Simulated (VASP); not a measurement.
# WS2 (R-3m) in VASP: single point with PBE+U

Aim: the single point of WS2 with PBE+U.

Everything below comes from runs of VASP 6.6.1. Logs are shortened: lines on timing, memory, paths and dates and some standing lists are left out, and cuts for length are marked.

## Step 1: The cell of the first run

The structure is trigonal, space group R-3m (No. 166). Conventional cell: a = 3.688 Å, b = 3.688 Å, c = 16.725 Å, α = 90.00°, β = 90.00°, γ = 120.00°. Within 3.3 Å of W (site symmetry -3m) lie 6 S at 2.53 Å. S (site symmetry 3m) has 3 W at 2.53 Å within 3.3 Å.

## Step 2: Single point, PBE+U, collinear spin

The input, INCAR:

```
SYSTEM = WS2
  ALGO = All
  EDIFF = 1E-6
  ENCUT = 520
  GGA = PE
  GGA_COMPAT = .False.
  ISEARCH = 1
  ISIF = 2
  ISMEAR = 0
  ISPIN = 2
  KPAR = 4
  LASPH = .True.
  LCHARG = .False.
  LDAU = .True.
  LDAUJ = 0 0
  LDAUL = 2 -1
  LDAUPRINT = 1
  LDAUTYPE = 2
  LDAUU = 7 0
  LMAXMIX = 4
  LORBIT = 11
  LREAL = .False.
  LWAVE = .False.
  MAGMOM = 2 -2 0 0 0 0
  NBANDS = 39
  NELM = 300
  PREC = Accurate
  SIGMA = 0.05
```

The input, KPOINTS:

```
k-points
0
Gamma
  6 6 6
  0 0 0
```

The input, POSCAR:

```
WS2
1.0
    1.8439358300     -1.0645968500     11.1498249600
   -1.8439358300     -1.0645968500     11.1498249600
    0.0000000000     -4.2583874000     11.1498249600
W S
2 4
Direct
    0.0000000000      0.0000000000      0.0000000000
    0.0000000000      0.0000000000      0.5000000000
    0.2520000000      0.2520000000      0.8740000000
    0.7480000000      0.7480000000      0.6260000000
    0.2520000000      0.2520000000      0.3740000000
    0.7480000000      0.7480000000      0.1260000000
```

Potentials or basis: VASP PAW PBE potentials, release 64 (W_sv, S).

Command:

```sh
$ cat potpaw_PBE.64/W_sv/POTCAR potpaw_PBE.64/S/POTCAR > POTCAR
$ mpirun -np 4 vasp_std > vasp.out
```

OUTCAR:

```text
SYSTEM = WS2
   EDIFF = 1E-6
   ENCUT = 520
   GGA = PE
   ISIF = 2
   ISMEAR = 0
   ISPIN = 2
   LASPH = .True.
   LORBIT = 11
   LREAL = .False.
   NELM = 300
   PREC = Accurate

 ion  position               nearest neighbor table
   1  0.000  0.000  0.000-   4 2.53   4 2.53   5 2.53   5 2.53   4 2.53   5 2.53
   2  0.000  0.000  0.500-   6 2.53   6 2.53   3 2.53   3 2.53   6 2.53   3 2.53
   3  0.252  0.252  0.874-   2 2.53   2 2.53   2 2.53
   4  0.748  0.748  0.626-   1 2.53   1 2.53   1 2.53
   5  0.252  0.252  0.374-   1 2.53   1 2.53   1 2.53
   6  0.748  0.748  0.126-   2 2.53   2 2.53   2 2.53

  LATTYP: Found a trigonal (rhomboedric) cell.
 ALAT       =    11.3513022359
 COS(alpha) =     0.9472247585

  Lattice vectors:

 A1 = (  -0.0000000000,   2.1291937000,  11.1498249600)
 A2 = (  -1.8439358300,  -1.0645968500,  11.1498249600)
 A3 = (   1.8439358300,  -1.0645968500,  11.1498249600)

Analysis of symmetry for initial positions (statically):
=====================================================================
 Subroutine PRICEL returns following result:

  LATTYP: Found a trigonal (rhomboedric) cell.
 ALAT       =     5.9676724908
 COS(alpha) =     0.8090535265
[... 12 lines left out ...]
 Subroutine GETGRP returns: Found 12 space group operations
 (whereof 12 operations were pure point group operations)
 out of a pool of 12 trial point group operations.

The static configuration has the point symmetry D_3d.

Analysis of symmetry for dynamics (positions and initial velocities):
=====================================================================
 Subroutine PRICEL returns following result:

  LATTYP: Found a trigonal (rhomboedric) cell.
 ALAT       =     5.9676724908
 COS(alpha) =     0.8090535265
[... 12 lines left out ...]
 Subroutine GETGRP returns: Found 12 space group operations
 (whereof 12 operations were pure point group operations)
 out of a pool of 12 trial point group operations.

The dynamic configuration has the point symmetry D_3d.

Analysis of structural, dynamic, and magnetic symmetry:
=====================================================================
 Subroutine PRICEL returns following result:

  LATTYP: Found a trigonal (rhomboedric) cell.
 ALAT       =     5.9676724908
 COS(alpha) =     0.8090535265
[... 12 lines left out ...]
 Subroutine GETGRP returns: Found 12 space group operations
 (whereof 12 operations were pure point group operations)
 out of a pool of 12 trial point group operations.

The overall configuration has the point symmetry D_3d.

 Subroutine INISYM returns: Found 12 space group operations
 (whereof 12 operations are pure point group operations),
 and found     2 'primitive' translations

----------------------------------------------------------------------------------------

                                     Primitive cell

  volume of cell :      65.6629

  direct lattice vectors                    reciprocal lattice vectors
    -1.843935830  1.064596850  5.574912480    -0.271159111  0.156553785  0.059791671
     0.000000000 -2.129193700  5.574912480     0.000000000 -0.313107571  0.059791671
     1.843935830  1.064596850  5.574912480     0.271159111  0.156553785  0.059791671

  length of vectors
     5.967672491  5.967672492  5.967672491     0.318765423  0.318765423  0.318765423

  position of ions in fractional coordinates (direct lattice)
[... 149 lines left out ...]
  o =  0.0626  v =  0.0000  0.0000  0.0000  0.0000  0.0000 -0.0000  0.0000 -1.0000 -0.0000 -0.0000      0.0000  0.0000  0.0000  0.0000  0.0000  0.0000  0.0000  0.0000  0.0000  0.0000
  o =  0.0929  v = -0.0000  0.0000 -1.0000 -0.0000  0.0000  0.0000  0.0000  0.0000  0.0000  0.0000      0.0000  0.0000  0.0000  0.0000  0.0000  0.0000  0.0000  0.0000  0.0000  0.0000
  o =  0.2366  v =  0.0000  0.0000  0.0000  0.0000  0.0000 -0.6167 -0.0000 -0.0000 -0.7872 -0.0000      0.0000  0.0000  0.0000  0.0000  0.0000  0.0000  0.0000  0.0000  0.0000  0.0000
  o =  0.2366  v =  0.0000  0.0000  0.0000  0.0000  0.0000  0.0000 -0.7872 -0.0000  0.0000 -0.6167      0.0000  0.0000  0.0000  0.0000  0.0000  0.0000  0.0000  0.0000  0.0000  0.0000
  o =  0.3212  v =  0.6587 -0.0000 -0.0000  0.7524 -0.0000  0.0000  0.0000  0.0000  0.0000  0.0000      0.0000  0.0000  0.0000  0.0000  0.0000  0.0000  0.0000  0.0000  0.0000  0.0000
  o =  0.3212  v =  0.0000  0.7524  0.0000  0.0000  0.6587  0.0000  0.0000  0.0000  0.0000  0.0000      0.0000  0.0000  0.0000  0.0000  0.0000  0.0000  0.0000  0.0000  0.0000  0.0000
  o =  0.8139  v = -0.7524 -0.0000  0.0000  0.6587  0.0000  0.0000  0.0000  0.0000  0.0000  0.0000      0.0000  0.0000  0.0000  0.0000  0.0000  0.0000  0.0000  0.0000  0.0000  0.0000
  o =  0.8139  v = -0.0000  0.6587 -0.0000  0.0000 -0.7524  0.0000  0.0000  0.0000  0.0000  0.0000      0.0000  0.0000  0.0000  0.0000  0.0000  0.0000  0.0000  0.0000  0.0000  0.0000

atom =   2  type =  1  l = 2

 onsite density matrix

spin component  1

  0.1200 -0.0000 -0.0000  0.0914 -0.0000
 -0.0000  0.1650  0.0000 -0.0000  0.0914
 -0.0000  0.0000  0.0626 -0.0000  0.0000
  0.0914 -0.0000 -0.0000  0.1650 -0.0000
 -0.0000  0.0914  0.0000 -0.0000  0.1200

spin component  2

  0.6001 -0.0000  0.0000 -0.2442 -0.0000
 -0.0000  0.5349 -0.0000  0.0000 -0.2442
  0.0000 -0.0000  0.0929 -0.0000  0.0000
 -0.2442  0.0000 -0.0000  0.5349 -0.0000
 -0.0000 -0.2442  0.0000 -0.0000  0.6001

 occupancies and eigenvectors

  o =  0.0484  v =  0.7872 -0.0000 -0.0000 -0.6167  0.0000  0.0000  0.0000  0.0000  0.0000  0.0000      0.0000  0.0000  0.0000  0.0000  0.0000  0.0000  0.0000  0.0000  0.0000  0.0000
  o =  0.0484  v = -0.0000 -0.6167 -0.0000  0.0000  0.7872  0.0000  0.0000  0.0000  0.0000  0.0000      0.0000  0.0000  0.0000  0.0000  0.0000  0.0000  0.0000  0.0000  0.0000  0.0000
  o =  0.0626  v = -0.0000  0.0000 -1.0000 -0.0000 -0.0000  0.0000  0.0000  0.0000  0.0000  0.0000      0.0000  0.0000  0.0000  0.0000  0.0000  0.0000  0.0000  0.0000  0.0000  0.0000
  o =  0.0929  v =  0.0000  0.0000  0.0000  0.0000  0.0000 -0.0000  0.0000 -1.0000 -0.0000  0.0000      0.0000  0.0000  0.0000  0.0000  0.0000  0.0000  0.0000  0.0000  0.0000  0.0000
  o =  0.2366  v = -0.6167 -0.0000 -0.0000 -0.7872 -0.0000  0.0000  0.0000  0.0000  0.0000  0.0000      0.0000  0.0000  0.0000  0.0000  0.0000  0.0000  0.0000  0.0000  0.0000  0.0000
  o =  0.2366  v =  0.0000 -0.7872 -0.0000  0.0000 -0.6167  0.0000  0.0000  0.0000  0.0000  0.0000      0.0000  0.0000  0.0000  0.0000  0.0000  0.0000  0.0000  0.0000  0.0000  0.0000
  o =  0.3212  v =  0.0000  0.0000  0.0000  0.0000  0.0000  0.6587  0.0000  0.0000  0.7524  0.0000      0.0000  0.0000  0.0000  0.0000  0.0000  0.0000  0.0000  0.0000  0.0000  0.0000
  o =  0.3212  v =  0.0000  0.0000  0.0000  0.0000  0.0000 -0.0000  0.7524  0.0000 -0.0000  0.6587      0.0000  0.0000  0.0000  0.0000  0.0000  0.0000  0.0000  0.0000  0.0000  0.0000
  o =  0.8139  v =  0.0000  0.0000  0.0000  0.0000  0.0000 -0.7524 -0.0000 -0.0000  0.6587  0.0000      0.0000  0.0000  0.0000  0.0000  0.0000  0.0000  0.0000  0.0000  0.0000  0.0000
  o =  0.8139  v =  0.0000  0.0000  0.0000  0.0000  0.0000 -0.0000  0.6587 -0.0000  0.0000 -0.7524      0.0000  0.0000  0.0000  0.0000  0.0000  0.0000  0.0000  0.0000  0.0000  0.0000

 number of electron      52.0000003 magnetization      -0.0000000

 Free energy of the ion-electron system (eV)
  ---------------------------------------------------
  ext. energy  EPLUGINS =         0.00000000
  ---------------------------------------------------
  free energy    TOTEN  =       -31.93793692 eV

  energy without entropy =      -31.93793692  energy(sigma->0) =      -31.93793692

 E-fermi :   5.1252     XC(G=0):  -9.8773

 val. band max:        4.7802093163   @ k =   0.0000   0.0000   0.0000
 cond. band min:       5.9704696427   @ k =  -0.3333   0.3333   0.0000
 fundamental gap:      1.1902603264
 Fermi energy:         5.1252330782

 spin component 1

 k-point     1 :       0.0000    0.0000    0.0000
  band No.  band energies     occupation
      1     -70.9698      1.00000
      2     -70.1295      1.00000
      3     -35.4315      1.00000
      4     -35.0549      1.00000
      5     -35.0549      1.00000
      6     -34.5406      1.00000
[... 1961 lines left out ...]
     37      12.5543      0.00000
     38      12.7415      0.00000

 [... further k-points ...]

 [bands above 38 left out]

------------------------ aborting loop because EDIFF is reached ----------------------------------------

  FORCE on cell =-STRESS in cart. coord.  units (eV):
  Direction    XX          YY          ZZ          XY          YZ          ZX
  --------------------------------------------------------------------------------------
  -------------------------------------------------------------------------------------
  Total       -1.2128600     -1.2128600      3.1755018      0.0000000      0.0000000      0.0000000
  in kB      -14.7969080    -14.7969080     38.7411635      0.0000000      0.0000000      0.0000000
  external PRESSURE =       3.0491158 kB  Pullay stress =       0.0000000 kB

 VOLUME and BASIS-vectors are now :
 -----------------------------------------------------------------------------
  energy-cutoff  :      520.00
  volume of cell :      131.33
      direct lattice vectors                 reciprocal lattice vectors
     1.843935830 -1.064596850 11.149824960     0.271159111  0.156553785  0.059791671
    -1.843935830 -1.064596850 11.149824960    -0.271159111  0.156553785  0.059791671
     0.000000000 -4.258387400 11.149824960     0.000000000 -0.313107571 -0.029895836

 POSITION                                       TOTAL-FORCE (eV/Angst)
 -----------------------------------------------------------------------------------
      0.00000      0.00000      0.00000         0.000000      0.000000     -0.000000
      0.00000     -2.12919      5.57491        -0.000000      0.000000     -0.000000
      0.00000     -4.25839     15.36446        -0.000000     -0.000000      0.002319
      0.00000     -4.25839     23.65993        -0.000000      0.000000     -0.002319
      0.00000     -2.12919      9.78955        -0.000000     -0.000000      0.002319
      0.00000     -2.12919     18.08502        -0.000000      0.000000     -0.002319
 -----------------------------------------------------------------------------------
    total drift:                               -0.000000     -0.000000     -0.000000

  FREE ENERGIE OF THE ION-ELECTRON SYSTEM (eV)
  ---------------------------------------------------
  free  energy   TOTEN  =       -31.9379369208 eV

  energy  without entropy=      -31.9379369208  energy(sigma->0) =      -31.93793692

 total charge

# of ion       s       p       d       tot
------------------------------------------
    1        2.342   6.258   2.957  11.557
    2        2.342   6.258   2.957  11.557
    3        1.340   2.408   0.000   3.748
    4        1.340   2.408   0.000   3.748
    5        1.340   2.408   0.000   3.748
    6        1.340   2.408   0.000   3.748
--------------------------------------------------
tot         10.042  22.147   5.914  38.104

 magnetization (x)

# of ion       s       p       d       tot
------------------------------------------
    1        0.050   0.027   1.715   1.792
    2       -0.050  -0.027  -1.715  -1.792
    3       -0.001   0.029   0.000   0.029
    4        0.001  -0.029   0.000  -0.029
    5        0.001  -0.029   0.000  -0.029
    6       -0.001   0.029   0.000   0.029
--------------------------------------------------
tot          0.000   0.000   0.000   0.000
```

Wall time 53 min (4 MPI ranks of Intel Xeon Platinum 8488C (Sapphire Rapids), shared host); peak memory 1.9 GiB.

What came out:

```yaml
Free_energy: -31.9379 eV
Pressure: 0.3 GPa
Band_gap_on_the_k_mesh: 1.19 eV
Net_moment: 0.00 μB per cell
Site_moments: W +1.79, -1.79; S +0.03, -0.03 (each value once) μB
Valence_electrons_inside_the_program's_atomic_spheres: W 11.56; S 3.75
```

Forces on the atoms (eV/Å):
```
W    0.000  0.000  0.000
W    0.000  0.000  0.000
S    0.000  0.000  0.002
S    0.000  0.000 -0.002
S    0.000  0.000  0.002
S    0.000  0.000 -0.002
```

Eigenvalues of the final occupation matrices:
| site | spin | trace | eigenvalues |
| --- | --- | --- | --- |
| site 1 d | 1 | 2.36 | 0.09 0.32 0.32 0.81 0.81 |
| site 1 d | 2 | 0.63 | 0.05 0.05 0.06 0.24 0.24 |
| site 2 d | 1 | 0.63 | 0.05 0.05 0.06 0.24 0.24 |
| site 2 d | 2 | 2.36 | 0.09 0.32 0.32 0.81 0.81 |

Caveat: the stress differs along the axes, from -1 to 4 GPa; spin-orbit coupling is left out, which moves the levels of the heavy elements. A k mesh can miss the band edges.
